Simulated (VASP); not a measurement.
# BiTe (Pm-3m) in VASP: a series of runs

BiTe is run at these levels: PBE; tasks: single point.

Everything below comes from runs of VASP 6.6.1. Logs are shortened: lines on timing, memory, paths and dates and some standing lists are left out, and cuts for length are marked.

### Step 1. The cell of the first run

It takes space group Pm-3m (No. 221, cubic). The conventional cell has a = 3.913 Å, b = 3.913 Å, c = 3.913 Å, α = 90.00°, β = 90.00°, γ = 90.00°. Within 4.5 Å of Bi (site symmetry m-3m) lie 8 Te at 3.39 Å and 6 Bi at 3.91 Å. Te (site symmetry m-3m) has 8 Bi at 3.39 Å and 6 Te at 3.91 Å within 4.5 Å.

### Step 2. Single point, PBE

The input, INCAR:

```
PREC = Accurate
ENCUT = 520
EDIFF = 1E-6
ISMEAR = 1
SIGMA = 0.01
LREAL = False
LASPH = True
NELM = 80
ALGO = Normal
ISIF = 2
LWAVE = False
LCHARG = False
GGA = PE
NBANDS = 18
```

The input, KPOINTS:

```
regular mesh
0
Gamma
  10 10 10
```

The input, POSCAR:

```
BiTe
1.0
    3.9133058495      0.0000000000      0.0000000000
    0.0000000000      3.9133058495      0.0000000000
    0.0000000000      0.0000000000      3.9133058495
Bi Te
1 1
Direct
    0.0000000000      0.0000000000      0.0000000000
    0.5000000000      0.5000000000      0.5000000000
```

Potentials or basis: VASP PAW PBE potentials, release 64 (Bi_d, Te).

On the command line:

```console
$ cat potpaw_PBE.64/Bi_d/POTCAR potpaw_PBE.64/Te/POTCAR > POTCAR
$ mpirun -np 1 vasp_std > vasp.out
```

OUTCAR:

```text
PREC = Accurate
   ENCUT = 520
   EDIFF = 1E-6
   ISMEAR = 1
   LREAL = False
   LASPH = True
   NELM = 80
   ISIF = 2
   GGA = PE

 ion  position               nearest neighbor table
   1  0.000  0.000  0.000-   2 3.39   2 3.39   2 3.39   2 3.39   2 3.39   2 3.39   2 3.39   2 3.39

   2  0.500  0.500  0.500-   1 3.39   1 3.39   1 3.39   1 3.39   1 3.39   1 3.39   1 3.39   1 3.39

  LATTYP: Found a simple cubic cell.
 ALAT       =     3.9133058495

  Lattice vectors:

 A1 = (   3.9133058495,   0.0000000000,   0.0000000000)
 A2 = (   0.0000000000,   3.9133058495,   0.0000000000)
 A3 = (   0.0000000000,   0.0000000000,   3.9133058495)

Analysis of symmetry for initial positions (statically):
=====================================================================
 Subroutine PRICEL returns:
 Original cell was already a primitive cell.

 Routine SETGRP: Setting up the symmetry group for a
 simple cubic supercell.

 Subroutine GETGRP returns: Found 48 space group operations
 (whereof 48 operations were pure point group operations)
 out of a pool of 48 trial point group operations.

The static configuration has the point symmetry O_h .

Analysis of symmetry for dynamics (positions and initial velocities):
=====================================================================
 Subroutine PRICEL returns:
 Original cell was already a primitive cell.

 Routine SETGRP: Setting up the symmetry group for a
 simple cubic supercell.

 Subroutine GETGRP returns: Found 48 space group operations
 (whereof 48 operations were pure point group operations)
 out of a pool of 48 trial point group operations.

The dynamic configuration has the point symmetry O_h .

 Subroutine INISYM returns: Found 48 space group operations
 (whereof 48 operations are pure point group operations),
 and found     1 'primitive' translations

----------------------------------------------------------------------------------------

                                     Primitive cell

  volume of cell :      59.9282

  direct lattice vectors                    reciprocal lattice vectors
     3.913305849  0.000000000  0.000000000     0.255538422  0.000000000  0.000000000
     0.000000000  3.913305849  0.000000000     0.000000000  0.255538422  0.000000000
     0.000000000  0.000000000  3.913305849     0.000000000  0.000000000  0.255538422

  length of vectors
     3.913305849  3.913305849  3.913305849     0.255538422  0.255538422  0.255538422

  position of ions in fractional coordinates (direct lattice)
     0.000000000  0.000000000  0.000000000
     0.500000000  0.500000000  0.500000000

  ion indices of the primitive-cell ions
   primitive index   ion index
                 1           1
                 2           2

----------------------------------------------------------------------------------------

 KPOINTS: regular mesh

Automatic generation of k-mesh.
 Grid dimensions read from file:
 generate k-points for:   10   10   10

 Generating k-lattice:

  Cartesian coordinates                     Fractional coordinates (reciprocal lattice)
     0.025553842  0.000000000  0.000000000     0.100000000  0.000000000  0.000000000
     0.000000000  0.025553842  0.000000000     0.000000000  0.100000000  0.000000000
     0.000000000  0.000000000  0.025553842     0.000000000  0.000000000  0.100000000

  Length of vectors
     0.025553842  0.025553842  0.025553842

  Shift w.r.t. Gamma in fractional coordinates (k-lattice)
     0.000000000  0.000000000  0.000000000

 Subroutine IBZKPT returns following result:
 ===========================================

 Found     56 irreducible k-points:

 Following reciprocal coordinates:
            Coordinates               Weight
  0.000000  0.000000  0.000000      1.000000
  0.100000  0.000000  0.000000      6.000000
  0.200000  0.000000  0.000000      6.000000
  0.300000  0.000000  0.000000      6.000000
  0.400000  0.000000  0.000000      6.000000
  0.500000  0.000000  0.000000      3.000000
[... 16 lines left out ...]
  0.200000  0.100000  0.100000     24.000000
  0.300000  0.100000  0.100000     24.000000
 [... further k-points ...]
   k-points           NKPTS =     56   k-points in BZ     NKDIM =     56   number of bands    NBANDS=     18
   number of dos      NEDOS =    301   number of ions     NIONS =      2
   total plane-waves  NPLWV =  27000
   dimension x,y,z NGX =    30 NGY =   30 NGZ =   30
   dimension x,y,z NGXF=    60 NGYF=   60 NGZF=   60
   ions per type =               1   1
   NGX,Y,Z   is equivalent  to a cutoff of  12.74, 12.74, 12.74 a.u.
   NGXF,Y,Z  is equivalent  to a cutoff of  25.49, 25.49, 25.49 a.u.
 SYSTEM =  unknown system
   PREC   = accura    normal or accurate (medium, high low for compatibility)
   ISTART =      0    job   : 0-new  1-cont  2-samecut
   ICHARG =      2    charge: 1-file 2-atom 10-const
   ISPIN  =      1    spin polarized calculation?
   LNONCOLLINEAR =      F non collinear calculations
   LSORBIT =      F    spin-orbit coupling
   LASPH  =      T    aspherical Exc in radial PAW
   ENCUT  =  520.0 eV  38.22 Ry    6.18 a.u.   7.28  7.28  7.28*2*pi/ulx,y,z
   NELM   =     80;   NELMIN=  2; NELMDL= -5     # of ELM steps
   EDIFF  = 0.1E-05   stopping-criterion for ELM
   LREAL  =      F    real-space projection
   EDIFFG = 0.1E-04   stopping-criterion for IOM
   NSW    =      0    number of steps for IOM
   IBRION =     -1    ionic relax: 0-MD 1-quasi-New 2-CG
   NFREE  =      0    steps in history (QN), initial steepest desc. (CG)
   ISIF   =      2    stress and relaxation
   ISYM   =      2    0-nonsym 1-usesym 2-fastsym
   POTIM  = 0.5000    time-step for ionic-motion
   TEBEG  =    0.0;   TEEND  =   0.0 temperature during run
   PSTRESS=    0.0 pullay stress
   NELECT =      21.0000    total number of electrons
   NUPDOWN=      -1.0000    fix difference up-down
   EMIN   =  10.00;   EMAX   =-10.00  energy-range for DOS
   EFERMI =   0.00;   METHOD = LEGACY
   ISMEAR =     1;   SIGMA  =   0.01  broadening in eV -4-tet -1-fermi 0-gaus
   EFERMI_NEDOS =   21; number of points for ismear=-14 and -15
   IALGO  =     38    algorithm
   IMIX   =      4    mixing-type and parameters
     AMIX     =   0.40;   BMIX     =  1.00
     AMIX_MAG =   1.60;   BMIX_MAG =  1.00
  volume/ion in A,a.u.               =      29.96       202.21
  Fermi-wavevector in a.u.,A,eV,Ry     =   1.154173  2.181070 18.124520  1.332115
  Thomas-Fermi vector in A             =   2.290811
   LORBIT       =      0    0 simple, 1 ext, 2 COOP (PROOUT), +10 PAW based schemes
   GGA     = PE    functional components
   LHFCALC =     F    Hartree Fock is set to
   AEXX    =    0.0000 exact exchange contribution
   IVDW    =     0    specifies the selected vdW correction
   LEPSILON=     F    determine dielectric tensor
   LRPA    =     F    only Hartree local field effects (RPA)
 non-spin polarized calculation
 Methfessel and Paxton  Order N= 1 SIGMA  =   0.01
  energy-cutoff  :      520.00
  volume of cell :       59.93
 maximum number of plane-waves:      1640
 NGX is ok and might be reduce to    30
   NGX = 15   NGY = 15   NGZ = 15

 number of electron      20.9999990 magnetization

 Free energy of the ion-electron system (eV)
  ---------------------------------------------------
  ext. energy  EPLUGINS =         0.00000000
  ---------------------------------------------------
  free energy    TOTEN  =        -6.93655399 eV

  energy without entropy =       -6.93653724  energy(sigma->0) =       -6.93654840

 E-fermi :   8.0172     XC(G=0): -10.1513

 val. band max:        7.9597977696   @ k =   0.5000   0.4000   0.3000
 cond. band min:       8.0222741450   @ k =   0.3000   0.3000   0.3000
 fundamental gap:      0.0624763754
 Fermi energy:         8.0171848600

 k-point     1 :       0.0000    0.0000    0.0000
  band No.  band energies     occupation
      1     -15.4618      2.00000
      2     -15.4618      2.00000
      3     -15.4119      2.00000
      4     -15.4119      2.00000
      5     -15.4119      2.00000
      6      -5.8200      2.00000
[... 10 lines left out ...]
     17      18.3867      0.00000
     18      18.3868      0.00000

 k-point     2 :       0.1000    0.0000    0.0000
  band No.  band energies     occupation
      1     -15.4617      2.00000
      2     -15.4577      2.00000
      3     -15.4132      2.00000
      4     -15.4132      2.00000
      5     -15.4118      2.00000
      6      -5.7296      2.00000
[... 10 lines left out ...]
     17      17.8453      0.00000
     18      17.8817      0.00000

 k-point     3 :       0.2000    0.0000    0.0000
  band No.  band energies     occupation
      1     -15.4613      2.00000
      2     -15.4467      2.00000
      3     -15.4167      2.00000
      4     -15.4167      2.00000
      5     -15.4116      2.00000
      6      -5.4603      2.00000
[... 10 lines left out ...]
     17      17.6371      0.00000
     18      17.6371      0.00000

 k-point     4 :       0.3000    0.0000    0.0000
  band No.  band energies     occupation
      1     -15.4608      2.00000
      2     -15.4331      2.00000
      3     -15.4210      2.00000
      4     -15.4210      2.00000
      5     -15.4113      2.00000
      6      -5.0188      2.00000
[... 10 lines left out ...]
     17      17.8923      0.00000
     18      17.8923      0.00000

 k-point     5 :       0.4000    0.0000    0.0000
  band No.  band energies     occupation
      1     -15.4604      2.00000
      2     -15.4245      2.00000
      3     -15.4245      2.00000
      4     -15.4221      2.00000
      5     -15.4111      2.00000
      6      -4.4192      2.00000
[... 10 lines left out ...]
     17      18.4874      0.00000
     18      18.4903      0.00000

 k-point     6 :       0.5000    0.0000    0.0000
  band No.  band energies     occupation
      1     -15.4603      2.00000
      2     -15.4258      2.00000
      3     -15.4258      2.00000
      4     -15.4179      2.00000
      5     -15.4110      2.00000
      6      -3.6988      2.00000
[... 10 lines left out ...]
     17      19.1153      0.00000
     18      19.2118      0.00000

 k-point     7 :       0.1000    0.1000    0.0000
  band No.  band energies     occupation
      1     -15.4596      2.00000
      2     -15.4555      2.00000
      3     -15.4146      2.00000
      4     -15.4133      2.00000
      5     -15.4130      2.00000
      6      -5.6397      2.00000
[... 10 lines left out ...]
     17      17.2404      0.00000
     18      18.4151      0.00000

 k-point     8 :       0.2000    0.1000    0.0000
  band No.  band energies     occupation
      1     -15.4584      2.00000
      2     -15.4452      2.00000
      3     -15.4182      2.00000
      4     -15.4166      2.00000
      5     -15.4129      2.00000
      6      -5.3720      2.00000
[... 10 lines left out ...]
     17      16.8648      0.00000
     18      17.5282      0.00000
[... 229 lines left out ...]
     17      15.6305      0.00000
     18      18.3895      0.00000

 k-point    20 :       0.5000    0.4000    0.0000
  band No.  band energies     occupation
      1     -15.4431      2.00000
      2     -15.4394      2.00000
      3     -15.4236      2.00000
      4     -15.4222      2.00000
      5     -15.3965      2.00000
      6      -2.9267      2.00000
[... 10 lines left out ...]
     17      15.1043      0.00000
     18      19.0697      0.00000

 k-point    21 :       0.5000    0.5000    0.0000
  band No.  band energies     occupation
      1     -15.4449      2.00000
      2     -15.4382      2.00000
      3     -15.4234      2.00000
      4     -15.4234      2.00000
      5     -15.3933      2.00000
      6      -2.8216      2.00000
[... 10 lines left out ...]
     17      14.8083      0.00000
     18      20.2347      0.00000

 k-point    22 :       0.1000    0.1000    0.1000
  band No.  band energies     occupation
      1     -15.4554      2.00000
      2     -15.4554      2.00000
      3     -15.4148      2.00000
      4     -15.4144      2.00000
      5     -15.4144      2.00000
      6      -5.5502      2.00000
[... 10 lines left out ...]
     17      16.9594      0.00000
     18      17.8620      0.00000

 k-point    23 :       0.2000    0.1000    0.1000
  band No.  band energies     occupation
      1     -15.4549      2.00000
      2     -15.4443      2.00000
      3     -15.4182      2.00000
      4     -15.4179      2.00000
      5     -15.4142      2.00000
      6      -5.2842      2.00000
[... 10 lines left out ...]
     17      16.5963      0.00000
     18      18.4367      0.00000

 k-point    24 :       0.3000    0.1000    0.1000
  band No.  band energies     occupation
      1     -15.4545      2.00000
      2     -15.4306      2.00000
      3     -15.4227      2.00000
      4     -15.4223      2.00000
      5     -15.4138      2.00000
      6      -4.8496      2.00000
[... 10 lines left out ...]
     17      15.9615      0.00000
     18      18.2215      0.00000

 [... further k-points ...]
[... 5 lines left out ...]
  --------------------------------------------------------------------------------------
  -------------------------------------------------------------------------------------
  Total        0.0393493      0.0393493      0.0393493     -0.0000000      0.0000000     -0.0000000
  in kB        1.0520007      1.0520007      1.0520007     -0.0000000      0.0000000     -0.0000000
  external PRESSURE =       1.0520007 kB  Pullay stress =       0.0000000 kB

 VOLUME and BASIS-vectors are now :
 -----------------------------------------------------------------------------
  energy-cutoff  :      520.00
  volume of cell :       59.93
      direct lattice vectors                 reciprocal lattice vectors
     3.913305849  0.000000000  0.000000000     0.255538422  0.000000000  0.000000000
     0.000000000  3.913305849  0.000000000     0.000000000  0.255538422  0.000000000
     0.000000000  0.000000000  3.913305849     0.000000000  0.000000000  0.255538422

 POSITION                                       TOTAL-FORCE (eV/Angst)
 -----------------------------------------------------------------------------------
      0.00000      0.00000      0.00000         0.000000      0.000000      0.000000
      1.95665      1.95665      1.95665         0.000000      0.000000      0.000000
 -----------------------------------------------------------------------------------
    total drift:                                0.000000     -0.000000     -0.000000

  FREE ENERGIE OF THE ION-ELECTRON SYSTEM (eV)
  ---------------------------------------------------
  free  energy   TOTEN  =        -6.9365539864 eV

  energy  without entropy=       -6.9365372356  energy(sigma->0) =       -6.93654840
```

It took 16 s on 1 thread of Intel Xeon 6975P-C (Granite Rapids), shared host; peak memory 0.2 GiB.

What came out:

| Item | Value |
| --- | --- |
| Free energy | -6.9366 eV |
| Pressure | 0.1 GPa |

Caveat: spin-orbit coupling is left out, which moves the levels of the heavy elements.

### Step 3. Single point, PBE

The input, INCAR:

```
ALGO = Normal
EDIFF = 1E-6
ENCUT = 520
GGA = PE
ISIF = 2
ISMEAR = 0
LASPH = T
LCHARG = F
LREAL = F
LWAVE = F
NBANDS = 18
NELM = 60
PREC = Accurate
SIGMA = 0.05
```

The input, KPOINTS:

```
k-points
0
Gamma
  10 10 10
```

POSCAR is that of step 2.

Potentials or basis: VASP PAW PBE potentials, release 64 (Bi_d, Te).

On the command line:

```console
$ cat potpaw_PBE.64/Bi_d/POTCAR potpaw_PBE.64/Te/POTCAR > POTCAR
$ mpirun -np 1 vasp_std > vasp.out
```

Wall time 16 s (1 thread of Intel Xeon 6975P-C (Granite Rapids), shared host); peak memory 0.2 GiB.

The run converged. Its results:

* Free energy: -6.9370 eV
* Pressure: 0.2 GPa

Levels at points of the mesh, in eV from the Fermi level:
| k point | band 7 | band 8 | band 9 | band 10 | band 11 | band 12 | band 13 | band 14 |
| --- | --- | --- | --- | --- | --- | --- | --- | --- |
| (0.00, 0.00, 0.00) | -8.69 | -2.61 | -2.61 | -2.61 | 3.07 | 3.07 | 3.95 | 3.95 |
| (0.50, 0.00, 0.00) | -11.67 | -1.91 | -1.17 | -0.75 | -0.75 | 0.61 | 0.61 | 4.70 |
| (0.50, 0.50, 0.00) | -10.80 | -5.64 | -5.64 | -0.27 | 1.61 | 2.58 | 2.58 | 5.43 |
| (0.50, 0.50, 0.50) | -10.17 | -3.33 | -3.33 | -3.33 | -2.67 | -2.67 | -2.67 | 13.40 |

Caveat: spin-orbit coupling is left out, which moves the levels of the heavy elements.

[end of part 1 of 2]
